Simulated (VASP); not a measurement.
# Cd: single point with PBEsol

Cd:

```xyz
1
Lattice="0.0000 2.0142 2.0142 2.0142 0.0000 2.0142 2.0142 2.0142 0.0000" Properties=species:S:1:pos:R:3 pbc="T T T"
Cd    0.0000    0.0000    0.0000
```

This isn't the form of Cd at room conditions, which is hcp.

| Quantity | Value |
| --- | --- |
| Program | VASP 6.6.1 |
| Task | single point |
| Functional | PBEsol |
| Potentials or basis | VASP PAW PBE potentials, release 64 (Cd) |
| Cutoff | 520 eV |
| k mesh | 17 × 17 × 17 |
| Occupations | fermi-dirac, width 0.08 eV |
| Spin | no spin polarisation |
| Dipole correction | no |
| Further INCAR settings | ALGO = Normal; EDIFF = 1e-06; NBANDS = 12 |

* Pressure: 30.5 GPa
* Band gap on the k mesh: zero (bands 6 and 7 overlap by 1.99 eV)

Levels at points of the mesh, in eV from the Fermi level:
```tsv
k point	band 2	band 3	band 4	band 5	band 6	band 7	band 8	band 9	band 10	band 11
(0.00, 0.00, 0.00)	-10.30	-10.30	-10.30	-9.46	-9.46	14.63	17.58	17.58	17.58	21.89
```

Run time: 14 s on 1 thread of Intel(R) Xeon(R) Platinum 8488C (Sapphire Rapids) (shared host), peak memory 0.15 GiB.

Caveat: the cell stands under pressure; the PAW data sets were made with another functional, which shifts forces and pressure a little.
